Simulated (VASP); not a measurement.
# KI (Fm-3m) in VASP: further runs, part 2 of 2

VASP 6.6.1. Earlier steps stand in the parts before.

## (3) Single point, PBE0

File POSCAR:

```
KI
1.0
    0.0000000000      3.5442850827      3.5442850827
    3.5442850827      0.0000000000      3.5442850827
    3.5442850827      3.5442850827      0.0000000000
K I
1 1
Direct
    0.0000000000      0.0000000000      0.0000000000
    0.5000000000      0.5000000000      0.5000000000
```

File INCAR.step1:

```
SYSTEM = KI
ALGO = Normal
EDIFF = 1E-5
ENCUT = 520
GGA = PE
ISIF = 2
ISMEAR = 0
LASPH = .True.
LCHARG = .False.
LREAL = .False.
LWAVE = .True.
NBANDS = 15
NELM = 60
PREC = Accurate
SIGMA = 0.01
```

File INCAR.step2:

```
SYSTEM = KI
AEXX = 0.25
ALGO = Normal
EDIFF = 1E-6
ENCUT = 520
GGA = PE
ISIF = 2
ISMEAR = 0
ISTART = 1
LASPH = .True.
LCHARG = .False.
LHFCALC = .True.
LREAL = .False.
LWAVE = .False.
NBANDS = 15
NELM = 60
PREC = Accurate
PRECFOCK = Normal
SIGMA = 0.01
```

File KPOINTS:

```
k-points
0
Gamma
  4 4 4
  0 0 0
```

Potentials or basis: VASP PAW PBE potentials, release 64 (K_sv, I).

Launch:

```bash
$ cat potpaw_PBE.64/K_sv/POTCAR potpaw_PBE.64/I/POTCAR > POTCAR
$ cp INCAR.step1 INCAR
$ mpirun -np 1 vasp_std > vasp.out
$ cp INCAR.step2 INCAR
$ mpirun -np 1 vasp_std > vasp.out
```

OUTCAR:

```text
SYSTEM = KI
   AEXX = 0.25
   EDIFF = 1E-6
   ENCUT = 520
   GGA = PE
   ISIF = 2
   ISMEAR = 0
   ISTART = 1
   LASPH = .True.
   LHFCALC = .True.
   LREAL = .False.
   NELM = 60
   PREC = Accurate
   PRECFOCK = Normal

 ion  position               nearest neighbor table
   1  0.000  0.000  0.000-   2 3.54   2 3.54   2 3.54   2 3.54   2 3.54   2 3.54
   2  0.500  0.500  0.500-   1 3.54   1 3.54   1 3.54   1 3.54   1 3.54   1 3.54

  LATTYP: Found a face centered cubic cell.
 ALAT       =     7.0885701654

  Lattice vectors:

 A1 = (   0.0000000000,   3.5442850827,   3.5442850827)
 A2 = (   3.5442850827,   0.0000000000,   3.5442850827)
 A3 = (   3.5442850827,   3.5442850827,   0.0000000000)

Analysis of symmetry for initial positions (statically):
=====================================================================
 Subroutine PRICEL returns:
 Original cell was already a primitive cell.

 Routine SETGRP: Setting up the symmetry group for a
 face centered cubic supercell.

 Subroutine GETGRP returns: Found 48 space group operations
 (whereof 48 operations were pure point group operations)
 out of a pool of 48 trial point group operations.

The static configuration has the point symmetry O_h .

Analysis of symmetry for dynamics (positions and initial velocities):
=====================================================================
 Subroutine PRICEL returns:
 Original cell was already a primitive cell.

 Routine SETGRP: Setting up the symmetry group for a
 face centered cubic supercell.

 Subroutine GETGRP returns: Found 48 space group operations
 (whereof 48 operations were pure point group operations)
 out of a pool of 48 trial point group operations.

The dynamic configuration has the point symmetry O_h .

 Subroutine INISYM returns: Found 48 space group operations
 (whereof 48 operations are pure point group operations),
 and found     1 'primitive' translations

----------------------------------------------------------------------------------------

                                     Primitive cell

  volume of cell :      89.0463

[... 112 lines left out ...]
  energy-cutoff  :      520.00
  volume of cell :       89.05
 maximum number of plane-waves:      2421
 NGX is ok and might be reduce to    40
  NGX = 28; NGY = 28; NGZ = 28

 number of electron      15.9999999 magnetization

 Free energy of the ion-electron system (eV)
  ---------------------------------------------------
  ext. energy  EPLUGINS =         0.00000000
  ---------------------------------------------------
  free energy    TOTEN  =        -6.91768843 eV

  energy without entropy =       -6.91768843  energy(sigma->0) =       -6.91768843

 E-fermi :  -1.5274     XC(G=0):  -5.6415

 val. band max:       -1.5796610549   @ k =   0.0000   0.0000   0.0000
 cond. band min:       4.0589754522   @ k =   0.0000   0.0000   0.0000
 fundamental gap:      5.6386365070
 Fermi energy:        -1.5274373767

 k-point     1 :       0.0000    0.0000    0.0000
  band No.  band energies     occupation
      1     -32.4671      2.00000
      2     -14.5880      2.00000
      3     -14.5880      2.00000
      4     -14.5880      2.00000
      5     -12.9929      2.00000
      6      -1.5797      2.00000
      7      -1.5797      2.00000
      8      -1.5797      2.00000
      9       4.0590      0.00000
     10       6.8125      0.00000
     11       6.8125      0.00000
     12       6.8125      0.00000
     13       7.6545      0.00000
     14       7.6545      0.00000
[... 113 lines left out ...]
      2     -14.6404      2.00000
      3     -14.6203      2.00000
      4     -14.6203      2.00000
      5     -12.7664      2.00000
      6      -2.3628      2.00000
      7      -2.3628      2.00000
      8      -2.2083      2.00000
      9       6.6888      0.00000
     10       6.6888      0.00000
     11       6.9019      0.00000
     12       8.5667      0.00000
     13       9.3104      0.00000
     14      10.3950      0.00000
     15      10.7688      0.00000

------------------------ aborting loop because EDIFF is reached ----------------------------------------

  FORCE on cell =-STRESS in cart. coord.  units (eV):
  Direction    XX          YY          ZZ          XY          YZ          ZX
  --------------------------------------------------------------------------------------
  -------------------------------------------------------------------------------------
  Total        0.1308640      0.1308640      0.1308640      0.0000000      0.0000000     -0.0000000
  in kB        2.3545880      2.3545880      2.3545880      0.0000000      0.0000000     -0.0000000
  external PRESSURE =       2.3545880 kB  Pullay stress =       0.0000000 kB

 VOLUME and BASIS-vectors are now :
 -----------------------------------------------------------------------------
  energy-cutoff  :      520.00
  volume of cell :       89.05
      direct lattice vectors                 reciprocal lattice vectors
     0.000000000  3.544285083  3.544285083    -0.141072173  0.141072173  0.141072173
     3.544285083  0.000000000  3.544285083     0.141072173 -0.141072173  0.141072173
     3.544285083  3.544285083  0.000000000     0.141072173  0.141072173 -0.141072173

 POSITION                                       TOTAL-FORCE (eV/Angst)
 -----------------------------------------------------------------------------------
      0.00000      0.00000      0.00000         0.000000      0.000000      0.000000
      3.54429      3.54429      3.54429        -0.000000     -0.000000     -0.000000
 -----------------------------------------------------------------------------------
    total drift:                                0.000000      0.000000     -0.000000

  FREE ENERGIE OF THE ION-ELECTRON SYSTEM (eV)
  ---------------------------------------------------
  free  energy   TOTEN  =        -6.9176884341 eV

  energy  without entropy=       -6.9176884341  energy(sigma->0) =       -6.91768843
```

OSZICAR.step1:

```text
N       E                     dE             d eps       ncg     rms          rms(c)
DAV:   1     0.920434992067E+02    0.92043E+02   -0.64320E+03   240   0.910E+02
DAV:   2    -0.126537221053E+00   -0.92170E+02   -0.85467E+02   296   0.214E+02
DAV:   3    -0.537496658790E+01   -0.52484E+01   -0.52209E+01   317   0.448E+01
DAV:   4    -0.563893461905E+01   -0.26397E+00   -0.26389E+00   436   0.919E+00
DAV:   5    -0.564118912075E+01   -0.22545E-02   -0.22545E-02   317   0.829E-01    0.300E+00
DAV:   6    -0.555683879810E+01    0.84350E-01   -0.96534E-02   317   0.178E+00    0.214E+00
DAV:   7    -0.555264193861E+01    0.41969E-02   -0.11306E-01   310   0.168E+00    0.785E-01
DAV:   8    -0.555795355675E+01   -0.53116E-02   -0.11667E-02   268   0.703E-01    0.133E-01
DAV:   9    -0.555841123694E+01   -0.45768E-03   -0.81690E-04   331   0.167E-01    0.789E-02
DAV:  10    -0.555854566671E+01   -0.13443E-03   -0.12736E-04   285   0.597E-02    0.212E-02
DAV:  11    -0.555859433944E+01   -0.48673E-04   -0.63273E-05   268   0.454E-02    0.188E-02
DAV:  12    -0.555859413581E+01    0.20363E-06   -0.24265E-06   246   0.123E-02
   1 F= -.55585941E+01 E0= -.55585941E+01  d E =-.780598E-95
```

Run time: 12 min. Hardware: 1 thread of Intel Xeon Platinum 8259CL at 2.50GHz (Skylake/Cascade Lake), shared host; peak memory 0.25 GiB.

What came out:

```yaml
Free_energy: -6.9177 eV
Pressure: 0.2 GPa
Band_gap_on_the_k_mesh: 5.64 eV
```

Levels at points of the mesh, in eV from the valence-band top:
```
           k point  band 6  band 7  band 8  band 9  band 10  band 11
(0.00, 0.00, 0.00)    0.00    0.00    0.00    5.64     8.39     8.39
(0.50, 0.00, 0.00)   -1.40   -0.35   -0.35    7.20     9.63     9.97
(0.50, 0.50, 0.00)   -1.08   -0.40   -0.40    6.68     7.55    10.23
```

Caveat: the PAW data sets were made with another functional, which shifts forces and pressure a little; spin-orbit coupling is left out, which moves the levels of the heavy elements.
